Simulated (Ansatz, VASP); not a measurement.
# Two plane-wave programs on MgCd2TeSe2

```
Mg Cd Te Se
1.0
     4.09267    0.00000    0.00000
    -2.04633    3.54435    0.00000
     0.00000    0.00000   10.10279
Mg Cd Te Se
1 2 1 2
Direct
  0.00000 0.00000 0.50000
  0.66667 0.33333 0.81484
  0.33333 0.66667 0.18516
  0.00000 0.00000 0.00000
  0.66667 0.33333 0.34929
  0.33333 0.66667 0.65071
```

Change from the starting cell: species swapped into the LiSmCu2P2 type (P-3m1, No. 164).

Alike in both runs: functional PBE; k mesh 6 × 6 × 2; occupations gaussian, width 0.1 eV; no spin polarisation.

Ansatz relaxed the structure, and its values are those at the end. VASP's run is a single point on that final structure, the one shown.

|  | VASP | Ansatz |
| --- | --- | --- |
| version | VASP 6.6.1 | Ansatz 0.2.0 |
| potentials or method | VASP PAW PBE potentials, release 64 (Mg, Cd, Te, Se), cutoff 520 eV | scalar-relativistic, plane waves, PAW |
| valence electrons in the cell | 44 | 98 |

Ansatz gave:

| Quantity | Value |
| --- | --- |
| gap on the k mesh at the Fermi level (eV) | none |
| pressure (GPa) | 0.0 |
| rms of the force components (eV/Å) | 0.001 |

Which values does VASP return?

gap on the k mesh at the Fermi level (eV): none; pressure (GPa): 0.2; rms of the force components (eV/Å): 0.011.

A gap of «none» marks a metal or a gap that the smearing closes. The functional is the same, so the differences come from potentials, cutoffs and numerics. VASP's potentials hold 44 valence electrons a cell and Ansatz's 98, so a difference there can come from the potentials and not from the codes.

Spin-orbit coupling is off throughout.
